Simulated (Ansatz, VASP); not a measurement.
## One calculation of Au, two programs

Contents of INCAR:

```
PREC = Accurate
ENCUT = 520
EDIFF = 1E-7
ISMEAR = 0
SIGMA = 0.15
LREAL = F
LASPH = T
NELM = 60
ALGO = Fast
ISIF = 2
LWAVE = F
LCHARG = F
GGA = PS
NBANDS = 18
```

Contents of KPOINTS:

```
regular mesh
0
Gamma
  18 18 10
```

POSCAR

```
Au
1.0
    2.8999984104      0.0000000000      0.0000000000
   -1.4499992052      2.5114722944      0.0000000000
    0.0000000000      0.0000000000      4.8800000000
Au
2
Direct
    0.4198695501      0.7300155740      0.6577868852
    0.6666666667      0.3333333333      0.2500000000
```

Input for Ansatz:

```yaml
crystal:
  lattice:
    - [2.8999984104, 0.0, 0.0]
    - [-1.4499992052, 2.5114722944, 0.0]
    - [0.0, 0.0, 4.88]
  atoms:
    - { symbol: Au, position: [0.4198695501, 0.730015574, 0.6577868852] }
    - { symbol: Au, position: [0.6666666667, 0.3333333333, 0.25] }
basis:
  ecutwfc: 420
kpoints:
  mp_grid: { grid: [18, 18, 10] }
hamiltonian:
  xc: pbesol
scf:
  occupations: { method: gaussian, width: 0.15 }
output:
  forces: true
  stress: true
  eigenvalues: true
```

Alike in both runs: task single point; functional PBEsol; k mesh 18 × 18 × 10; occupations gaussian, width 0.15 eV; no spin polarisation.

```csv
,VASP,Ansatz
version,VASP 6.6.1,Ansatz 0.2.0
potentials or method,"VASP PAW PBE potentials, release 64 (Au), cutoff 520 eV","scalar-relativistic, plane waves, PAW"
valence electrons in the cell,22,38
```

```tsv
	VASP	Ansatz	Ansatz less VASP
gap on the k mesh at the Fermi level (eV)	none	none	-
pressure (GPa)	12.0	12.2	+0.20
traceless stress, the component that is largest in VASP (GPa)	8.75	8.76	+0.004
rms of the force components (eV/Å)	2.406	2.413	+0.0075
```

VASP's potentials were made for PBE, not for PBEsol. Atom by atom the forces differ by 0.008 eV/Å (rms over components). A gap of «none» marks a metal or a gap that the smearing closes. VASP's potentials hold 22 valence electrons a cell and Ansatz's 38, so a difference there can come from the potentials and not from the codes.

Spin-orbit coupling is off throughout.
